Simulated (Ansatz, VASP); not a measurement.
# One calculation of GaSb, two programs

```
Ga Sb
1.0
     0.00000    2.67228    4.00842
     2.67228    0.00000    4.00842
     2.67228    2.67228    0.00000
Ga Sb
1 1
Direct
  0.00000 0.00000 0.00000
  0.75000 0.75000 0.75000
```

Alike in both runs: task single point; functional r2SCAN; k mesh 10 × 10 × 10; occupations gaussian, width 0.05 eV; no spin polarisation.

|  | VASP | Ansatz |
| --- | --- | --- |
| version | VASP 6.6.1 | Ansatz 0.2.0 |
| potentials or method | VASP PAW PBE potentials, release 64 (Ga_d, Sb), cutoff 520 eV | scalar-relativistic, plane waves, PAW |
| valence electrons in the cell | 18 | 28 |

|  | VASP | Ansatz | Ansatz less VASP |
| --- | --- | --- | --- |
| gap on the k mesh at the Fermi level (eV) | none | none | - |
| pressure (GPa) | 0.4 | 0.3 | -0.07 |
| traceless stress, the component that is largest in VASP (GPa) | -7.70 | -7.82 | -0.125 |

VASP's potentials were made for PBE, not for r2SCAN. A gap of «none» marks a metal or a gap that the smearing closes. VASP's potentials hold 18 valence electrons a cell and Ansatz's 28, so a difference there can come from the potentials and not from the codes.

Spin-orbit coupling is off throughout.
